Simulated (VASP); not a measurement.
A run of VASP 6.6.1 is set up as follows.

Contents of POSCAR:

```
Sn
1.0
   -1.8723729403      1.8723729403      1.8912857983
    1.8723729403     -1.8723729403      1.8912857983
    1.8723729403      1.8723729403     -1.8912857983
Sn
1
Direct
    0.0000000000      0.0000000000      0.0000000000
```

INCAR.step1

```
SYSTEM = Sn
PREC = Accurate
ENCUT = 520
ISMEAR = 0
SIGMA = 0.15
LREAL = .False.
LASPH = .True.
NELM = 60
NBANDS = 13
GGA = PE
ALGO = Normal
EDIFF = 1E-4
LWAVE = .True.
LCHARG = .False.
```

Contents of INCAR.step2:

```
SYSTEM = Sn
PREC = Accurate
ENCUT = 520
EDIFF = 1E-6
ISMEAR = 0
SIGMA = 0.15
LREAL = .False.
LASPH = .True.
NELM = 60
ALGO = Normal
ISIF = 2
LWAVE = .False.
LCHARG = .False.
METAGGA = R2SCAN
LMIXTAU = .True.
NBANDS = 13
ISTART = 1
```

The input KPOINTS:

```
regular mesh
0
Gamma
  22 22 22
  0 0 0
```

Potentials or basis: VASP PAW PBE potentials, release 64 (Sn_d).

Command:

```bash
$ cat potpaw_PBE.64/Sn_d/POTCAR > POTCAR
$ cp INCAR.step1 INCAR
$ mpirun -np 1 vasp_std > vasp.out
$ cp INCAR.step2 INCAR
$ mpirun -np 1 vasp_std > vasp.out
```

Problem. What does it give for the band gap on the k mesh?

Solution. Zero (band 7 reaches 16.97 eV, above the bottom of band 8 at 5.69 eV).

Problem. What does it give for the pressure?

Solution. 0.8 GPa.

Caveat: the cell differs from its parent crystal (strain -0.0100 x Voigt [1, 1, 0, 0, 0, 0]); the PAW data sets were made with another functional, which shifts forces and pressure a little; spin-orbit coupling is left out, which moves the levels of the heavy elements.
